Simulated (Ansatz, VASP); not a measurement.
HfN in VASP and in Ansatz

File INCAR:

```
PREC = Accurate ; ENCUT = 520
EDIFF = 1E-6 ; ISMEAR = -1
SIGMA = 0.08 ; LREAL = False
LASPH = True ; NELM = 80
ALGO = Normal ; ISIF = 2
LWAVE = False ; LCHARG = False
LDIPOL = True ; IDIPOL = 3
DIPOL = 0.5 0.5 0.500 ; GGA = PE
NBANDS = 32
```

KPOINTS

```
regular mesh
0
Gamma
  11 11 1
```

The input POSCAR:

```
HfN
1.0
    3.2159806212      0.0000000000      0.0000000000
    0.0000000000      3.2159806212      0.0000000000
    0.0000000000      0.0000000000     11.7319000000
Hf N
3 3
Direct
    0.2500000000      0.2500000000      0.3174204332
    0.7500000000      0.7500000000      0.5000000240
    0.2500000000      0.2500000000      0.6825791656
    0.7500000000      0.7500000000      0.2983307906
    0.2500000000      0.2500000000      0.4999998426
    0.7500000000      0.7500000000      0.7016692094
```

Input for Ansatz:

```yaml
crystal:
  lattice:
    - [3.2159806212, 0.0, 0.0]
    - [0.0, 3.2159806212, 0.0]
    - [0.0, 0.0, 11.7319]
  atoms:
    - { symbol: Hf, position: [0.25, 0.25, 0.3174204332] }
    - { symbol: "N", position: [0.75, 0.75, 0.2983307906] }
    - { symbol: Hf, position: [0.75, 0.75, 0.500000024] }
    - { symbol: "N", position: [0.25, 0.25, 0.4999998426] }
    - { symbol: Hf, position: [0.25, 0.25, 0.6825791656] }
    - { symbol: "N", position: [0.75, 0.75, 0.7016692094] }
kpoints:
  mp_grid: { grid: [11, 11, 1] }
scf:
  occupations: { method: fermi_dirac, width: 0.08 }
hamiltonian:
  xc: pbe
  pseudopotentials: { kind: all_electron, lapw: { basis_error: 0.001 } }
output:
  forces: true
  stress: true
  eigenvalues: true
efield:
  axis: 3
  amplitude: 0
  dipole_correction: true
```

Alike in both runs: task single point; functional PBE; k mesh 11 × 11 × 1; occupations fermi-dirac, width 0.08 eV; no spin polarisation.

|  | VASP | Ansatz |
| --- | --- | --- |
| version | VASP 6.6.1 | Ansatz 0.2.0 |
| potentials or method | VASP PAW PBE potentials, release 64 (Hf_pv, N), cutoff 520 eV | all-electron LAPW, scalar-relativistic |

```tsv
	VASP	Ansatz	Ansatz less VASP
rms of the force components (eV/Å)	0.064	0.068	+0.0032
```

Ansatz ran all-electron here, and VASP with PAW potentials. Ansatz's warnings: vacuum below fermi, vacuum density over bound.

Neither program's run includes spin-orbit coupling.
